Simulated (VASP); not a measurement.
# V (Fd-3m) in VASP: notebook

The runs below take V through single point, with LDA.

Program: VASP 6.6.1. These are calculated values, not measurements. Logs are shortened: lines on timing, memory, paths and dates and some standing lists are left out, and cuts for length are marked.

**1. The cell of the first run**

It takes space group Fd-3m (No. 227, cubic). The conventional cell has a = 3.904 Å, b = 3.904 Å, c = 3.904 Å, α = 90.00°, β = 90.00°, γ = 90.00°. V (site symmetry -43m) has 4 V at 1.69 Å within 2.2 Å.

This isn't the form of V at room conditions, which is bcc.

**2. Single point, LDA (7.44 Å³/atom)**

File INCAR:

```
SYSTEM = V
  PREC = Accurate
  ENCUT = 520
  EDIFF = 1E-6
  ISMEAR = -1
  SIGMA = 0.05
  LREAL = .False.
  LASPH = .True.
  NELM = 60
  ALGO = Normal
  ISIF = 2
  LWAVE = .False.
  LCHARG = .True.
  GGA = CA
  LELF = .True.
  LVHAR = .True.
  NBANDS = 20
```

File KPOINTS:

```
Automatic mesh
0
Gamma
  13 13 13
  0 0 0
```

File POSCAR:

```
V
1.0
    0.0000000000      1.9519859340      1.9519859340
    1.9519859340      0.0000000000      1.9519859340
    1.9519859340      1.9519859340      0.0000000000
V
2
Direct
   -0.1250000000     -0.1250000000     -0.1250000000
    0.1250000000      0.1250000000      0.1250000000
```

Potentials or basis: VASP PAW LDA potentials, release 64 (V_sv).

Started as:

```bash
$ cat potpaw_LDA.64/V_sv/POTCAR > POTCAR
$ mpirun -np 1 vasp_std > vasp.out
```

OUTCAR:

```text
SYSTEM = V
   PREC = Accurate
   ENCUT = 520
   EDIFF = 1E-6
   ISMEAR = -1
   LREAL = .False.
   LASPH = .True.
   NELM = 60
   ISIF = 2
   GGA = CA

 ion  position               nearest neighbor table
   1  0.875  0.875  0.875-   2 1.69   2 1.69   2 1.69   2 1.69
   2  0.125  0.125  0.125-   1 1.69   1 1.69   1 1.69   1 1.69

  LATTYP: Found a face centered cubic cell.
 ALAT       =     3.9039718680

  Lattice vectors:

 A1 = (   0.0000000000,   1.9519859340,   1.9519859340)
 A2 = (   1.9519859340,   0.0000000000,   1.9519859340)
 A3 = (   1.9519859340,   1.9519859340,   0.0000000000)

Analysis of symmetry for initial positions (statically):
=====================================================================
 Subroutine PRICEL returns:
 Original cell was already a primitive cell.

 Routine SETGRP: Setting up the symmetry group for a
 face centered cubic supercell.

 Subroutine GETGRP returns: Found 48 space group operations
 (whereof 12 operations were pure point group operations)
 out of a pool of 48 trial point group operations.

The static configuration has the point symmetry D_3d.
 The point group associated with its full space group is O_h .

Analysis of symmetry for dynamics (positions and initial velocities):
=====================================================================
 Subroutine PRICEL returns:
 Original cell was already a primitive cell.

 Routine SETGRP: Setting up the symmetry group for a
 face centered cubic supercell.

 Subroutine GETGRP returns: Found 48 space group operations
 (whereof 12 operations were pure point group operations)
 out of a pool of 48 trial point group operations.

The dynamic configuration has the point symmetry D_3d.
 The point group associated with its full space group is O_h .

 Subroutine INISYM returns: Found 48 space group operations
 (whereof 12 operations are pure point group operations),
 and found     1 'primitive' translations

----------------------------------------------------------------------------------------

                                     Primitive cell

  volume of cell :      14.8751

  direct lattice vectors                    reciprocal lattice vectors
     0.000000000  1.951985934  1.951985934    -0.256149387  0.256149387  0.256149387
     1.951985934  0.000000000  1.951985934     0.256149387 -0.256149387  0.256149387
     1.951985934  1.951985934  0.000000000     0.256149387  0.256149387 -0.256149387

  length of vectors
     2.760524981  2.760524981  2.760524981     0.443663752  0.443663752  0.443663752

  position of ions in fractional coordinates (direct lattice)
     0.875000000  0.875000000  0.875000000
     0.125000000  0.125000000  0.125000000

  ion indices of the primitive-cell ions
   primitive index   ion index
                 1           1
                 2           2

----------------------------------------------------------------------------------------

 KPOINTS: Automatic mesh

Automatic generation of k-mesh.
 Grid dimensions read from file:
 generate k-points for:   13   13   13

 Generating k-lattice:

  Cartesian coordinates                     Fractional coordinates (reciprocal lattice)
    -0.019703799  0.019703799  0.019703799     0.076923077  0.000000000  0.000000000
     0.019703799 -0.019703799  0.019703799     0.000000000  0.076923077  0.000000000
     0.019703799  0.019703799 -0.019703799     0.000000000  0.000000000  0.076923077

  Length of vectors
     0.034127981  0.034127981  0.034127981

  Shift w.r.t. Gamma in fractional coordinates (k-lattice)
     0.000000000  0.000000000  0.000000000

 Subroutine IBZKPT returns following result:
 ===========================================

 Found     84 irreducible k-points:

 Following reciprocal coordinates:
            Coordinates               Weight
  0.000000  0.000000  0.000000      1.000000
  0.076923  0.000000  0.000000      8.000000
  0.153846  0.000000  0.000000      8.000000
  0.230769  0.000000  0.000000      8.000000
  0.307692  0.000000  0.000000      8.000000
  0.384615  0.000000  0.000000      8.000000
[... 16 lines left out ...]
  0.384615  0.153846  0.000000     24.000000
  0.461538  0.153846  0.000000     24.000000
 [... further k-points ...]
   k-points           NKPTS =     84   k-points in BZ     NKDIM =     84   number of bands    NBANDS=     20
   number of dos      NEDOS =    301   number of ions     NIONS =      2
   total plane-waves  NPLWV =  13824
   dimension x,y,z NGX =    24 NGY =   24 NGZ =   24
   dimension x,y,z NGXF=    48 NGYF=   48 NGZF=   48
   ions per type =               2
   NGX,Y,Z   is equivalent  to a cutoff of  14.45, 14.45, 14.45 a.u.
   NGXF,Y,Z  is equivalent  to a cutoff of  28.91, 28.91, 28.91 a.u.
 SYSTEM =  V
   PREC   = accura    normal or accurate (medium, high low for compatibility)
   ISTART =      0    job   : 0-new  1-cont  2-samecut
   ICHARG =      2    charge: 1-file 2-atom 10-const
   ISPIN  =      1    spin polarized calculation?
   LNONCOLLINEAR =      F non collinear calculations
   LSORBIT =      F    spin-orbit coupling
   LASPH  =      T    aspherical Exc in radial PAW
   ENCUT  =  520.0 eV  38.22 Ry    6.18 a.u.   5.13  5.13  5.13*2*pi/ulx,y,z
   NELM   =     60;   NELMIN=  2; NELMDL= -5     # of ELM steps
   EDIFF  = 0.1E-05   stopping-criterion for ELM
   LREAL  =      F    real-space projection
   EDIFFG = 0.1E-04   stopping-criterion for IOM
   NSW    =      0    number of steps for IOM
   IBRION =     -1    ionic relax: 0-MD 1-quasi-New 2-CG
   NFREE  =      0    steps in history (QN), initial steepest desc. (CG)
   ISIF   =      2    stress and relaxation
   ISYM   =      2    0-nonsym 1-usesym 2-fastsym
   POTIM  = 0.5000    time-step for ionic-motion
   TEBEG  =    0.0;   TEEND  =   0.0 temperature during run
   PSTRESS=    0.0 pullay stress
   NELECT =      26.0000    total number of electrons
   NUPDOWN=      -1.0000    fix difference up-down
   EMIN   =  10.00;   EMAX   =-10.00  energy-range for DOS
   EFERMI =   0.00;   METHOD = LEGACY
   ISMEAR =    -1;   SIGMA  =   0.05  broadening in eV -4-tet -1-fermi 0-gaus
   EFERMI_NEDOS =   21; number of points for ismear=-14 and -15
   IALGO  =     38    algorithm
   IMIX   =      4    mixing-type and parameters
     AMIX     =   0.40;   BMIX     =  1.00
     AMIX_MAG =   1.60;   BMIX_MAG =  1.00
  volume/ion in A,a.u.               =       7.44        50.19
  Fermi-wavevector in a.u.,A,eV,Ry     =   1.972026  3.726588 52.911504  3.888886
  Thomas-Fermi vector in A             =   2.994403
   LORBIT       =      0    0 simple, 1 ext, 2 COOP (PROOUT), +10 PAW based schemes
   GGA     = CA    functional components
   LHFCALC =     F    Hartree Fock is set to
   AEXX    =    0.0000 exact exchange contribution
   IVDW    =     0    specifies the selected vdW correction
   LEPSILON=     F    determine dielectric tensor
   LRPA    =     F    only Hartree local field effects (RPA)
 non-spin polarized calculation
  energy-cutoff  :      520.00
  volume of cell :       14.88
 maximum number of plane-waves:       411
 NGX is ok and might be reduce to    24
   NGX = 11   NGY = 11   NGZ = 11

 number of electron      26.0000007 magnetization

 Free energy of the ion-electron system (eV)
  ---------------------------------------------------
  ext. energy  EPLUGINS =         0.00000000
  ---------------------------------------------------
  free energy    TOTEN  =        -2.86450835 eV

  energy without entropy =       -2.85555584  energy(sigma->0) =       -2.86003209

 E-fermi :  19.9306     XC(G=0): -16.3791

 val. band max:       19.8994228994   @ k =  -0.4615   0.2308   0.0769
 cond. band min:      20.0105095841   @ k =  -0.3077   0.3077   0.0000
 fundamental gap:      0.1110866847
 Fermi energy:        19.9305843051

 k-point     1 :       0.0000    0.0000    0.0000
  band No.  band energies     occupation
      1     -47.7887      2.00000
      2     -39.7432      2.00000
      3     -21.2441      2.00000
      4     -21.2441      2.00000
      5     -21.2441      2.00000
      6     -15.9546      2.00000
[... 12 lines left out ...]
     19      28.5513      0.00000
     20      37.2061      0.00000

 k-point     2 :       0.0769    0.0000    0.0000
  band No.  band energies     occupation
      1     -47.7183      2.00000
      2     -39.8637      2.00000
      3     -21.3061      2.00000
      4     -21.3061      2.00000
      5     -21.2446      2.00000
      6     -15.8866      2.00000
[... 12 lines left out ...]
     19      28.5393      0.00000
     20      36.1672      0.00000

 k-point     3 :       0.1538    0.0000    0.0000
  band No.  band energies     occupation
      1     -47.5128      2.00000
      2     -40.2055      2.00000
      3     -21.4686      2.00000
      4     -21.4686      2.00000
      5     -21.2584      2.00000
      6     -15.6812      2.00000
[... 12 lines left out ...]
     19      28.4908      0.00000
     20      35.2867      0.00000

 k-point     4 :       0.2308    0.0000    0.0000
  band No.  band energies     occupation
      1     -47.1912      2.00000
      2     -40.7133      2.00000
      3     -21.6788      2.00000
      4     -21.6788      2.00000
      5     -21.3044      2.00000
      6     -15.3639      2.00000
[... 12 lines left out ...]
     19      28.3742      0.00000
     20      34.8545      0.00000

 k-point     5 :       0.3077    0.0000    0.0000
  band No.  band energies     occupation
      1     -46.7928      2.00000
      2     -41.3028      2.00000
      3     -21.8827      2.00000
      4     -21.8827      2.00000
      5     -21.3803      2.00000
      6     -15.0778      2.00000
[... 12 lines left out ...]
     19      28.1555      0.00000
     20      34.1742      0.00000
[... 353 lines left out ...]
      6     -16.3021      2.00000
[... 12 lines left out ...]
     19      29.0995      0.00000
     20      34.5502      0.00000

 k-point    22 :       0.3077    0.1538    0.0000
  band No.  band energies     occupation
      1     -46.8164      2.00000
      2     -41.2652      2.00000
      3     -22.2857      2.00000
      4     -22.1710      2.00000
      5     -20.3820      2.00000
      6     -16.2014      2.00000
[... 12 lines left out ...]
     19      28.9616      0.00000
     20      34.6477      0.00000

 k-point    23 :       0.3846    0.1538    0.0000
  band No.  band energies     occupation
      1     -46.4039      2.00000
      2     -41.8355      2.00000
      3     -22.5797      2.00000
      4     -22.3100      2.00000
      5     -20.3060      2.00000
      6     -15.9952      2.00000
[... 12 lines left out ...]
     19      28.6040      0.00000
     20      33.8756      0.00000

 k-point    24 :       0.4615    0.1538    0.0000
  band No.  band energies     occupation
      1     -46.0208      2.00000
      2     -42.3330      2.00000
      3     -22.8190      2.00000
      4     -22.3687      2.00000
      5     -20.2896      2.00000
      6     -15.7602      2.00000
[... 12 lines left out ...]
     19      27.9905      0.00000
     20      31.8972      0.00000

 [... further k-points ...]

------------------------ aborting loop because EDIFF is reached ----------------------------------------

  FORCE on cell =-STRESS in cart. coord.  units (eV):
  Direction    XX          YY          ZZ          XY          YZ          ZX
  --------------------------------------------------------------------------------------
  -------------------------------------------------------------------------------------
  Total       43.3670836     43.3670836     43.3670836      0.0000000     -0.0000000     -0.0000000
  in kB     4671.0095157   4671.0095157   4671.0095157      0.0000000     -0.0000000     -0.0000000
  external PRESSURE =    4671.0095157 kB  Pullay stress =       0.0000000 kB

 VOLUME and BASIS-vectors are now :
 -----------------------------------------------------------------------------
  energy-cutoff  :      520.00
  volume of cell :       14.88
      direct lattice vectors                 reciprocal lattice vectors
     0.000000000  1.951985934  1.951985934    -0.256149387  0.256149387  0.256149387
     1.951985934  0.000000000  1.951985934     0.256149387 -0.256149387  0.256149387
     1.951985934  1.951985934  0.000000000     0.256149387  0.256149387 -0.256149387

 POSITION                                       TOTAL-FORCE (eV/Angst)
 -----------------------------------------------------------------------------------
      3.41598      3.41598      3.41598        -0.000000      0.000000     -0.000000
      0.48800      0.48800      0.48800         0.000000     -0.000000      0.000000
 -----------------------------------------------------------------------------------
    total drift:                                0.000000      0.000000      0.000000

  FREE ENERGIE OF THE ION-ELECTRON SYSTEM (eV)
  ---------------------------------------------------
  free  energy   TOTEN  =        -2.8645083492 eV

  energy  without entropy=       -2.8555558381  energy(sigma->0) =       -2.86003209
```

Wall time 18 s (1 thread of Intel Xeon Platinum 8375C at 2.90GHz (Ice Lake), shared host); peak memory 0.14 GiB.

Results:

* Free energy: -2.8645 eV
* Pressure: 467.1 GPa
* Band gap on the k mesh: zero (bands 13 and 14 overlap by 2.78 eV)

Levels at points of the mesh, in eV from the Fermi level:
```
           k point  band 9  band 10  band 11  band 12  band 13  band 14  band 15  band 16  band 17  band 18
(0.00, 0.00, 0.00)   -7.71    -5.98    -5.98    -1.82    -1.82    -1.82     3.76     3.76     3.76     8.62
```

Caveat: atoms lie so close that the PAW spheres overlap strongly, which falsifies energies and pressures; the cell stands under pressure.

**3. Single point, LDA (7.44 Å³/atom)**

File INCAR:

```
  ALGO = Normal
  EDIFF = 1E-6
  ENCUT = 520
  ISIF = 2
  ISMEAR = -1
  LASPH = True
  LCHARG = False
  LREAL = False
  LWAVE = False
  NBANDS = 20
  NELM = 80
  PREC = Accurate
  SIGMA = 0.05
```

File KPOINTS:

```
k-points
0
Gamma
  13 13 13
```

POSCAR is that of step 2.

Potentials or basis: VASP PAW LDA potentials, release 64 (V_sv).

Started as:

```bash
$ cat potpaw_LDA.64/V_sv/POTCAR > POTCAR
$ mpirun -np 1 vasp_std > vasp.out
```

Run time: 16 s. Hardware: 1 thread of Intel Xeon Platinum 8375C at 2.90GHz (Ice Lake), shared host; peak memory 0.14 GiB.

The run converged. Its results:

```yaml
Free_energy: -2.8645 eV
Pressure: 467.1 GPa
Band_gap_on_the_k_mesh: zero (bands 13 and 14 overlap by 2.78 eV)
```

Levels at points of the mesh, in eV from the Fermi level:
```
           k point  band 10  band 11  band 12  band 13  band 14  band 15  band 16  band 17
(0.00, 0.00, 0.00)    -5.98    -5.98    -1.82    -1.82    -1.82     3.76     3.76     3.76
```

Caveat: atoms lie so close that the PAW spheres overlap strongly, which falsifies energies and pressures; the cell stands under pressure.

**4. Single point, LDA (8.59 Å³/atom)**

This run uses another cell than the first one, of 8.59 Å³/atom.

File INCAR:

```
SYSTEM = V
PREC = Accurate ; ENCUT = 520
EDIFF = 1E-7 ; ISMEAR = -1
SIGMA = 0.05 ; LREAL = .False.
LASPH = .True. ; NELM = 80
ALGO = Normal ; ISIF = 2
LWAVE = .False. ; LCHARG = .True.
GGA = CA ; LELF = .True.
LVHAR = .True. ; NBANDS = 20
```

File KPOINTS:

```
regular mesh
0
Gamma
  13 13 13
  0 0 0
```

File POSCAR:

```
V
1.0
    0.0000000000      2.0483631790      2.0483631790
    2.0483631790      0.0000000000      2.0483631790
    2.0483631790      2.0483631790      0.0000000000
V
2
Direct
   -0.1250000000     -0.1250000000     -0.1250000000
    0.1250000000      0.1250000000      0.1250000000
```

Started as:

```bash
$ cat potpaw_LDA.64/V_sv/POTCAR > POTCAR
$ mpirun -np 1 vasp_std > vasp.out
```

Run time: 18 s. Hardware: 1 thread of Intel Xeon Platinum 8375C at 2.90GHz (Ice Lake), shared host; peak memory 0.14 GiB.

The run converged. Its results:

```yaml
Free_energy: -8.0642 eV
Pressure: 271.1 GPa
Band_gap_on_the_k_mesh: zero (bands 13 and 14 overlap by 2.68 eV)
```

Levels at points of the mesh, in eV from the Fermi level:
```tsv
k point	band 9	band 10	band 11	band 12	band 13	band 14	band 15	band 16	band 17	band 18
(0.00, 0.00, 0.00)	-7.45	-4.87	-4.87	-1.62	-1.62	-1.62	3.09	3.09	3.09	7.58
```

Caveat: atoms lie so close that the PAW spheres overlap strongly, which falsifies energies and pressures; the cell stands under pressure.
